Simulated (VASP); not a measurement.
The system is KHAu2.

```
CELL_PARAMETERS angstrom
-3.02062 3.02062 3.62794
3.02062 -3.02062 3.62794
3.02062 3.02062 -3.62794
ATOMIC_POSITIONS crystal
K 0.25000 0.25000 0.00000
K 0.75000 0.75000 0.00000
H 0.50000 0.00000 0.50000
H 0.00000 0.50000 0.50000
Au 0.64080 0.14080 0.78160
Au 0.14080 0.35920 0.50000
Au 0.35920 0.85920 0.21840
Au 0.85920 0.64080 0.50000
```

| Quantity | Value |
| --- | --- |
| Program | VASP 6.6.1 |
| Task | relaxation of cell and atoms |
| Functional | PBE |
| Potentials or basis | VASP PAW PBE potentials, release 64 (K_sv, H, Au) |
| Cutoff | 600 eV |
| k mesh | 4 × 4 × 4 |
| Occupations | fermi-dirac, width 0.1 eV |
| Spin | no spin polarisation |

At the start: pressure 59.2 GPa; volume 16.55 Å³/atom.

Question: Where does the relaxation end?

Answer: Over 39 steps the energy falls by 2257.7 meV/atom and the volume is 22.35 Å³/atom (+35.0 %); space group I4/mcm (No. 140, to 0.1 Å) before, P4/mmm (No. 123, to 0.1 Å).

The path:
```csv
step,energy change (eV),largest force (eV/Å),pressure (GPa),volume (Å³)
1,0.0000,22.2970,59.21,132.41
2,-10.6608,0.5996,-4.34,282.26
3,-10.7998,0.4969,-4.37,275.38
4,-10.9571,0.3811,-4.39,268.51
5,-14.2189,1.1735,-1.97,193.32
6,-15.3789,0.5732,5.83,161.15
7,-15.3728,0.8268,4.11,165.34
8,-15.3856,0.7183,4.88,163.37
9,-15.8994,0.7042,2.07,176.84
10,-16.3631,0.6958,-1.09,204.97
11,-16.4017,0.6989,-1.74,215.50
12,-16.7196,0.0424,-0.58,213.62
13,-16.7406,0.3641,-0.10,212.89
14,-16.7915,0.3602,-0.20,211.95
15,-16.9403,0.3725,-0.45,208.77
16,-17.2374,0.4702,-1.02,200.77
17,-17.6175,0.9344,3.12,179.28
18,-17.4990,0.7950,-0.31,191.84
19,-17.6359,0.9911,0.30,185.79
20,-17.6698,1.0055,1.40,182.59
21,-17.7012,0.9169,1.42,182.71
22,-17.7348,0.7467,1.58,182.94
23,-17.7819,0.6673,1.06,183.88
24,-17.8765,0.4651,-0.34,186.73
25,-17.8944,0.1869,-2.51,192.42
26,-17.9109,0.2776,-1.76,190.19
27,-17.9417,0.2556,-1.52,188.39
28,-18.0090,0.1959,-0.70,183.02
29,-18.0221,0.0943,1.48,172.52
30,-18.0374,0.1365,0.45,176.94
31,-18.0435,0.1114,0.23,177.45
32,-18.0505,0.0516,-0.40,178.99
33,-18.0547,0.0391,-0.28,178.72
34,-18.0608,0.0010,0.12,177.91
35,-18.0608,0.0041,0.15,177.85
36,-18.0613,0.0061,0.07,178.24
37,-18.0616,0.0083,-0.02,178.71
38,-18.0616,0.0090,-0.05,178.87
39,-18.0618,0.0091,0.01,178.80
```

Final structure:
```
CELL_PARAMETERS angstrom
-2.79057 2.79057 5.74011
2.79057 -2.79057 5.74011
2.79057 2.79057 -5.74011
ATOMIC_POSITIONS crystal
K 0.25000 0.25000 0.00000
K 0.75000 0.75000 0.00000
H 0.50000 0.00000 0.50000
H 0.00000 0.50000 0.50000
Au 0.75083 0.25083 0.00166
Au 0.25083 0.24917 0.50000
Au 0.24917 0.74917 0.99834
Au 0.74917 0.75083 0.50000
```

Caveat: the volume moved by over 15 % at a fixed basis, so the end points are rough.
